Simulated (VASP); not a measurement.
# SiO2: relaxation of cell and atoms with LDA

The system is SiO2.

```
Si O
1.0
     4.98770    0.00000    0.00000
     0.00000    4.98770    0.00000
     0.00000    0.00000    6.96970
Si O
4 8
Direct
  0.29490 0.29490 0.00000
  0.20510 0.79490 0.25000
  0.70510 0.70510 0.50000
  0.79490 0.20510 0.75000
  0.24160 0.09680 0.17470
  0.40320 0.74160 0.42470
  0.75840 0.90320 0.67470
  0.59680 0.25840 0.92470
  0.74160 0.40320 0.57530
  0.90320 0.75840 0.32530
  0.25840 0.59680 0.07530
  0.09680 0.24160 0.82530
```

```yaml
Program: VASP 6.6.1
Task: relaxation of cell and atoms
Functional: LDA
Potentials_or_basis: VASP PAW LDA potentials, release 64 (Si, O)
Cutoff: 600 eV
k_mesh: 6 × 6 × 6
Occupations: gaussian, width 0.02 eV
Spin: no spin polarisation
Dipole_correction: no
Further_INCAR_settings: ALGO = Normal; EDIFF = 1e-07; IBRION = 2; EDIFFG = -0.002; NSW = 100; ISIF = 3
```

```json
{
 "Relaxed volume": "13.83 Å³/atom",
 "Relaxed cell": "a = 4.928 Å, b = 4.928 Å, c = 6.833 Å, α = 90.00°, β = 90.00°, γ = 90.00°",
 "Space group after relaxing (to 0.1 Å)": "P4_12_12 (No. 92)",
 "Energy gained by relaxing": "5.2 meV/atom",
 "Ionic steps": "54",
 "Pressure after relaxing": "0.0 GPa",
 "Band gap on the k mesh": "5.57 eV"
}
```

The path:
| step | energy change (eV) | largest force (eV/Å) | pressure (GPa) | volume (Å³) |
| --- | --- | --- | --- | --- |
| 1 | 0.0000 | 0.4938 | 2.98 | 173.39 |
| 3 | -0.0362 | 0.1842 | 0.80 | 175.29 |
| 5 | -0.0404 | 0.0353 | -0.12 | 176.13 |
| 7 | -0.0411 | 0.0821 | 0.12 | 175.82 |
| 9 | -0.0418 | 0.0427 | 0.17 | 175.70 |
| 11 | -0.0421 | 0.0555 | 0.21 | 175.56 |
| 13 | -0.0428 | 0.0322 | -0.21 | 175.74 |
| 15 | -0.0442 | 0.0385 | -0.17 | 175.31 |
| 17 | -0.0481 | 0.1500 | -0.02 | 173.36 |
| 19 | -0.0487 | 0.2318 | 0.06 | 172.18 |
| 21 | -0.0493 | 0.2209 | 0.05 | 172.02 |
| 23 | -0.0513 | 0.1721 | 0.05 | 171.29 |
| 25 | -0.0513 | 0.2015 | -0.03 | 168.39 |
| 27 | -0.0533 | 0.0903 | 0.02 | 169.75 |
| 29 | -0.0562 | 0.0796 | -0.03 | 169.12 |
| 31 | -0.0613 | 0.0584 | -0.29 | 166.58 |
| 33 | -0.0617 | 0.0141 | -0.10 | 166.25 |
| 35 | -0.0618 | 0.0135 | 0.05 | 166.08 |
| 37 | -0.0620 | 0.0162 | 0.02 | 166.00 |
| 39 | -0.0620 | 0.0114 | 0.00 | 166.02 |
| 41 | -0.0621 | 0.0045 | -0.04 | 166.04 |
| 43 | -0.0621 | 0.0065 | 0.03 | 165.97 |
| 45 | -0.0621 | 0.0022 | 0.00 | 166.01 |
| 47 | -0.0621 | 0.0031 | 0.00 | 165.99 |
| 49 | -0.0621 | 0.0028 | 0.00 | 165.98 |
| 51 | -0.0621 | 0.0029 | 0.01 | 165.93 |
| 53 | -0.0621 | 0.0021 | -0.02 | 165.94 |
| 54 | -0.0621 | 0.0018 | -0.01 | 165.93 |

Final structure:
```
Si O
1.0
     4.92771    0.00000    0.00000
     0.00000    4.92771    0.00000
     0.00000    0.00000    6.83334
Si O
4 8
Cartesian
  1.5132 1.5132 0.0000
  0.9507 3.9770 1.7083
  3.4145 3.4145 3.4167
  3.9770 0.9507 5.1250
  1.1648 0.5818 1.2671
  1.8820 3.6287 2.9755
  3.7629 4.3459 4.6838
  3.0457 1.2990 6.3921
  3.6287 1.8820 3.8579
  4.3459 3.7629 2.1495
  1.2990 3.0457 0.4412
  0.5818 1.1648 5.5662
```

Levels at points of the mesh, in eV from the valence-band top:
```tsv
k point	band 30	band 31	band 32	band 33	band 34	band 35
(0.00, 0.00, 0.00)	-0.33	-0.33	0.00	5.57	8.60	8.60
(0.50, 0.00, 0.00)	-0.67	-0.51	-0.51	7.65	7.65	9.01
(0.50, 0.50, 0.00)	-0.60	-0.53	-0.53	8.55	8.55	8.68
(0.00, 0.00, 0.50)	-0.57	-0.39	-0.39	6.86	6.86	9.13
(0.50, 0.00, 0.50)	-0.93	-0.19	-0.19	8.02	8.02	8.83
(0.50, 0.50, 0.50)	-0.59	-0.59	-0.59	9.04	9.04	9.04
```

Wall time 110 min on 1 thread of Intel(R) Xeon(R) Platinum 8488C (Sapphire Rapids), with other jobs on the host, peak memory 0.37 GiB.

A k mesh can miss the band edges. Expect the measured gap to be larger: semilocal functionals such as LDA lack the derivative discontinuity.
